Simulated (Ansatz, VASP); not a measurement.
BaS in VASP and in Ansatz

File INCAR:

```
SYSTEM = BaS
PREC = Accurate ; ENCUT = 400
EDIFF = 1E-8 ; ISMEAR = -1
SIGMA = 0.01 ; LREAL = .FALSE.
LASPH = .TRUE. ; NELM = 120
ALGO = Normal ; ISIF = 2
LWAVE = .FALSE. ; LCHARG = .FALSE.
LEFG = .TRUE. ; NBANDS = 15
GGA_COMPAT = .FALSE.
```

Contents of KPOINTS:

```
Automatic mesh
0
G
  7 7 7
  0 0 0
```

File POSCAR:

```
BaS
1.0
    0.0000000000      3.1298750000      3.1937500000
    3.1298750000      0.0000000000      3.1937500000
    3.1298750000      3.1298750000      0.0000000000
Ba S
1 1
Direct
    0.0000000000      0.0000000000      0.0000000000
    0.5000000000      0.5000000000      0.5000000000
```

Input for Ansatz:

```yaml
crystal:
  lattice:
    - [0.0, 3.129875, 3.19375]
    - [3.129875, 0.0, 3.19375]
    - [3.129875, 3.129875, 0.0]
  atoms:
    - { symbol: Ba, position: [0.0, 0.0, 0.0] }
    - { symbol: S, position: [0.5, 0.5, 0.5] }
kpoints:
  mp_grid: { grid: [7, 7, 7] }
scf:
  occupations: { method: fermi_dirac, width: 0.01 }
hamiltonian:
  xc: lda
  pseudopotentials: { kind: paw }
output:
  forces: true
  stress: true
  eigenvalues: true
  efg: { contact_densities: true }
```

Change from the starting cell: equal xx and yy strain of -2 %, PAW files.

Alike in both runs: task electric field gradients; functional LDA; k mesh 7 × 7 × 7; occupations fermi-dirac, width 0.01 eV; no spin polarisation.

|  | VASP | Ansatz |
| --- | --- | --- |
| version | VASP 6.6.1 | Ansatz 0.2.0 |
| potentials or method | VASP PAW LDA potentials, release 64 (Ba_sv, S) | PAW with Ansatz's default frozen-core files, scalar-relativistic |
| plane-wave cutoff (eV) | 400 | 420 |
| valence electrons in the cell | 16 | 16 |

Ansatz gave:

```
gap on the k mesh at the Fermi level (eV)                     : 1.97
pressure (GPa)                                                : -0.7
traceless stress, the component that is largest in VASP (GPa) : -1.18
size of Vzz on the site where it differs most (V/Å²)          : 27.0
```

Estimate VASP's values.

gap on the k mesh at the Fermi level (eV): 1.86; pressure (GPa): 0.1; traceless stress, the component that is largest in VASP (GPa): -1.30; size of Vzz on the site where it differs most (V/Å²): 29.0.

LDA's correlation is that of Perdew and Zunger in VASP and of Perdew and Wang (1992) in Ansatz.

Neither program's run includes spin-orbit coupling.
